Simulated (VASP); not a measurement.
# CaSe (Fm-3m) in VASP: notebook, part 3 of 3

VASP 6.6.1. The steps go on from the part before.

## 4. Single point, PBEsol, non-collinear spin, zero start, spin-orbit coupling

This run uses another cell than the first one, of 26.36 Å³/atom.

File INCAR:

```
  PREC = Accurate
  ENCUT = 520
  EDIFF = 1E-7
  ISMEAR = 0
  SIGMA = 0.01
  LREAL = False
  LASPH = True
  NELM = 150
  ALGO = Normal
  ISIF = 2
  LWAVE = False
  LCHARG = True
  LNONCOLLINEAR = True
  MAGMOM = 0 0 0 0 0 0
  LORBIT = 11
  LSORBIT = True
  GGA_COMPAT = False
  LORBMOM = True
  GGA = PS
  LVHAR = True
  NBANDS = 28
```

File KPOINTS:

```
Automatic mesh
0
Gamma
  8 8 8
```

File POSCAR:

```
CaSe
1.0
    2.9762584994      2.9762584994      0.0000000000
   -2.9762584994      2.9762584994      0.0000000000
    0.0000000000      2.9762584994      2.9762584994
Ca Se
1 1
Direct
    0.0000000000      0.0000000000      0.0000000000
    0.5000000000      0.5000000000      0.0000000000
```

Potentials or basis: VASP PAW PBE potentials, release 64 (Ca_sv, Se).

On the command line:

```bash
$ cat potpaw_PBE.64/Ca_sv/POTCAR potpaw_PBE.64/Se/POTCAR > POTCAR
$ mpirun -np 1 vasp_ncl > vasp.out
```

OUTCAR:

```text
PREC = Accurate
   ENCUT = 520
   EDIFF = 1E-7
   ISMEAR = 0
   LREAL = False
   LASPH = True
   NELM = 150
   ISIF = 2
   LNONCOLLINEAR = True
   LORBIT = 11
   LSORBIT = True
   GGA = PS

 ion  position               nearest neighbor table
   1  0.000  0.000  0.000-   2 2.98   2 2.98   2 2.98   2 2.98   2 2.98   2 2.98
   2  0.500  0.500  0.000-   1 2.98   1 2.98   1 2.98   1 2.98   1 2.98   1 2.98

  LATTYP: Found a face centered cubic cell.
 ALAT       =     5.9525169988

  Lattice vectors:

 A1 = (   0.0000000000,   2.9762584994,   2.9762584994)
 A2 = (   2.9762584994,   0.0000000000,   2.9762584994)
 A3 = (   2.9762584994,   2.9762584994,   0.0000000000)

Analysis of symmetry for initial positions (statically):
=====================================================================
 Subroutine PRICEL returns:
 Original cell was already a primitive cell.

 Routine SETGRP: Setting up the symmetry group for a
 face centered cubic supercell.

 Subroutine GETGRP returns: Found 48 space group operations
 (whereof 48 operations were pure point group operations)
 out of a pool of 48 trial point group operations.

The static configuration has the point symmetry O_h .

Analysis of symmetry for dynamics (positions and initial velocities):
=====================================================================
 Subroutine PRICEL returns:
 Original cell was already a primitive cell.

 Routine SETGRP: Setting up the symmetry group for a
 face centered cubic supercell.

 Subroutine GETGRP returns: Found 48 space group operations
 (whereof 48 operations were pure point group operations)
 out of a pool of 48 trial point group operations.

The dynamic configuration has the point symmetry O_h .

Analysis of structural, dynamic, and magnetic symmetry:
=====================================================================
 Subroutine PRICEL returns:
 Original cell was already a primitive cell.

 Routine SETGRP: Setting up the symmetry group for a
 face centered cubic supercell.

 Subroutine GETGRP returns: Found 48 space group operations
 (whereof 48 operations were pure point group operations)
 out of a pool of 48 trial point group operations.

The overall configuration has the point symmetry O_h .

 Subroutine INISYM returns: Found 48 space group operations
 (whereof 48 operations are pure point group operations),
 and found     1 'primitive' translations

----------------------------------------------------------------------------------------

                                     Primitive cell

  volume of cell :      52.7281

  direct lattice vectors                    reciprocal lattice vectors
     2.976258499  2.976258499  0.000000000     0.167996160  0.167996160 -0.167996160
    -2.976258499  2.976258499  0.000000000    -0.167996160  0.167996160 -0.167996160
     0.000000000  2.976258499  2.976258499     0.000000000  0.000000000  0.335992321

  length of vectors
     4.209065135  4.209065135  4.209065135     0.290977885  0.290977885  0.335992321

[... 885 lines left out ...]

  FORCE on cell =-STRESS in cart. coord.  units (eV):
  Direction    XX          YY          ZZ          XY          YZ          ZX
  --------------------------------------------------------------------------------------
  -------------------------------------------------------------------------------------
  Total       -0.6095836     -0.6095836     -0.6095836      0.0000000      0.0000000     -0.0000000
  in kB      -18.5225998    -18.5225998    -18.5225998      0.0000000      0.0000000     -0.0000000
  external PRESSURE =     -18.5225998 kB  Pullay stress =       0.0000000 kB

 VOLUME and BASIS-vectors are now :
 -----------------------------------------------------------------------------
  energy-cutoff  :      520.00
  volume of cell :       52.73
      direct lattice vectors                 reciprocal lattice vectors
     2.976258499  2.976258499  0.000000000     0.167996160  0.167996160 -0.167996160
    -2.976258499  2.976258499  0.000000000    -0.167996160  0.167996160 -0.167996160
     0.000000000  2.976258499  2.976258499     0.000000000  0.000000000  0.335992321

 POSITION                                       TOTAL-FORCE (eV/Angst)
 -----------------------------------------------------------------------------------
      0.00000      0.00000      0.00000        -0.000000     -0.000000      0.000000
      0.00000      2.97626      0.00000         0.000000      0.000000      0.000000
 -----------------------------------------------------------------------------------
    total drift:                                0.000000     -0.000000      0.000000

  FREE ENERGIE OF THE ION-ELECTRON SYSTEM (eV)
  ---------------------------------------------------
  free  energy   TOTEN  =       -10.0835213500 eV

  energy  without entropy=      -10.0835213500  energy(sigma->0) =      -10.08352135

 orbital moment (x)

 # of ion     p       d       tot
 ----------------------------------------
  1         0.000   0.000   0.000
  2         0.000  -0.000   0.000
 ----------------------------------------
            0.000   0.000   0.000

 orbital moment (y)

 # of ion     p       d       tot
 ----------------------------------------
  1         0.000  -0.000  -0.000
  2         0.000   0.000   0.000
 ----------------------------------------
            0.000  -0.000  -0.000

 orbital moment (z)

 # of ion     p       d       tot
 ----------------------------------------
  1         0.000   0.000   0.000
  2         0.000   0.000   0.000
 ----------------------------------------
            0.000   0.000   0.000

 Spin-Orbit-Coupling matrix elements

 Ion:    1  E_soc:     -0.0060439
 l=   1
     0.0000000    -0.0009958    -0.0009958
    -0.0009958     0.0000000    -0.0009958
    -0.0009958    -0.0009958     0.0000000
 l=   2
     0.0000000     0.0000012     0.0000000     0.0000012    -0.0000127
     0.0000012     0.0000000    -0.0000095     0.0000012    -0.0000032
     0.0000000    -0.0000095     0.0000000    -0.0000095     0.0000000
     0.0000012     0.0000012    -0.0000095     0.0000000    -0.0000032
    -0.0000127    -0.0000032     0.0000000    -0.0000032     0.0000000
 l=   3
     0.0000000     0.0000000     0.0000000     0.0000000     0.0000000     0.0000000     0.0000000
     0.0000000     0.0000000     0.0000000     0.0000000     0.0000000     0.0000000     0.0000000
     0.0000000     0.0000000     0.0000000     0.0000000     0.0000000     0.0000000     0.0000000
     0.0000000     0.0000000     0.0000000     0.0000000     0.0000000     0.0000000     0.0000000
     0.0000000     0.0000000     0.0000000     0.0000000     0.0000000     0.0000000     0.0000000
     0.0000000     0.0000000     0.0000000     0.0000000     0.0000000     0.0000000     0.0000000
     0.0000000     0.0000000     0.0000000     0.0000000     0.0000000     0.0000000     0.0000000

 Ion:    2  E_soc:     -0.0359854
 l=   1
     0.0000000    -0.0059972    -0.0059972
    -0.0059972     0.0000000    -0.0059972
    -0.0059972    -0.0059972     0.0000000
 l=   2
     0.0000000    -0.0000004     0.0000000    -0.0000004     0.0000000
    -0.0000004     0.0000000     0.0000000    -0.0000004     0.0000000
     0.0000000     0.0000000     0.0000000     0.0000000     0.0000000
    -0.0000004    -0.0000004     0.0000000     0.0000000     0.0000000
     0.0000000     0.0000000     0.0000000     0.0000000     0.0000000
 l=   3
     0.0000000     0.0000000     0.0000000     0.0000000     0.0000000     0.0000000     0.0000000
     0.0000000     0.0000000     0.0000000     0.0000000     0.0000000     0.0000000     0.0000000
     0.0000000     0.0000000     0.0000000     0.0000000     0.0000000     0.0000000     0.0000000
     0.0000000     0.0000000     0.0000000     0.0000000     0.0000000     0.0000000     0.0000000
     0.0000000     0.0000000     0.0000000     0.0000000     0.0000000     0.0000000     0.0000000
     0.0000000     0.0000000     0.0000000     0.0000000     0.0000000     0.0000000     0.0000000
     0.0000000     0.0000000     0.0000000     0.0000000     0.0000000     0.0000000     0.0000000

 total charge

# of ion       s       p       d       tot
------------------------------------------
    1        2.032   5.848   0.234   8.115
    2        1.432   2.468   0.005   3.905
--------------------------------------------------
tot          3.464   8.316   0.239  12.020

 magnetization (x)

# of ion       s       p       d       tot
------------------------------------------
    1        0.000   0.000  -0.000  -0.000
    2        0.000   0.000  -0.000   0.000
--------------------------------------------------
tot          0.000   0.000  -0.000   0.000

 magnetization (y)

# of ion       s       p       d       tot
------------------------------------------
    1        0.000   0.000  -0.000  -0.000
    2        0.000   0.000   0.000   0.000
--------------------------------------------------
tot          0.000   0.000  -0.000   0.000

 magnetization (z)

# of ion       s       p       d       tot
------------------------------------------
    1        0.000   0.000  -0.000  -0.000
    2       -0.000   0.000  -0.000   0.000
--------------------------------------------------
tot         -0.000   0.000  -0.000   0.000
```

Run time: 59 s. Hardware: 1 thread of Intel Xeon Platinum 8375C at 2.90GHz (Ice Lake), shared host; peak memory 0.33 GiB.

What came out:

| Quantity | Value |
| --- | --- |
| Free energy | -10.0835 eV |
| Pressure | -1.9 GPa |
| Net moment | 0.00 μB per cell |
| Valence electrons inside the program's atomic spheres | Ca 8.12; Se 3.90 |

Moments on the atoms (μB; x, y, z):
```
Ca  0.00 0.00 0.00
Se  0.00 0.00 0.00
```

Caveat: the PAW data sets were made with another functional, which shifts forces and pressure a little.

## 5. Summary

| cell | pressure (GPa) | moment (μB) |
| --- | --- | --- |
| a = 4.101 Å, angles 60.0, 60.0, 90.0°, 2 atoms | 2.2 | 0.00 |
| a = 4.150 Å, angles 60.0, 60.0, 90.0°, 2 atoms | 0.2 | 0.00 |
| a = 4.209 Å, angles 60.0, 60.0, 90.0°, 2 atoms | -1.9 | 0.00 |

Alike in all rows: task single point; level PBEsol; potentials or basis VASP PAW PBE potentials, release 64 (Ca_sv, Se); spin non-collinear, zero start, SOC; k mesh 8 × 8 × 8; cutoff (eV) 520; smearing gaussian 0.01 eV.

Caveats: the PAW data sets were made with another functional, which shifts forces and pressure a little.

Absolute energies hang on the potentials; compare differences alone.
